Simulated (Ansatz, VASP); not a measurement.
## One calculation of Cd, two programs

```
CELL_PARAMETERS angstrom
2.94112 -1.94385 0.00000
2.94112 1.94385 0.00000
0.00000 0.00000 7.92947
ATOMIC_POSITIONS crystal
Cd 0.85000 0.15000 0.11700
Cd 0.65000 0.35000 0.61700
Cd 0.15000 0.85000 0.88300
Cd 0.35000 0.65000 0.38300
```

Alike in both runs: task relaxation of cell and atoms; functional PBEsol; k mesh 6 × 6 × 2; occupations gaussian, width 0.1 eV; no spin polarisation.

|  | VASP | Ansatz |
| --- | --- | --- |
| version | VASP 6.6.1 | Ansatz 0.2.0 |
| potentials or method | VASP PAW PBE potentials, release 64 (Cd), cutoff 600 eV | scalar-relativistic, plane waves, PAW |
| valence electrons in the cell | 48 | 80 |

|  | VASP | Ansatz | Ansatz less VASP |
| --- | --- | --- | --- |
| gap on the k mesh at the Fermi level, each at its own relaxed structure (eV) | none | none | - |
| relaxed volume (Å³/atom) | 21.24 | 21.01 | -0.233 |
| relaxed cell length with the largest relative difference (Å) | 8.529 | 8.857 | +0.3281 |

VASP's potentials were made for PBE, not for PBEsol. A gap of «none» marks a metal or a gap that the smearing closes. VASP's potentials hold 48 valence electrons a cell and Ansatz's 80, so a difference there can come from the potentials and not from the codes.

The k mesh is coarse, so the values compare programs but aren't converged.
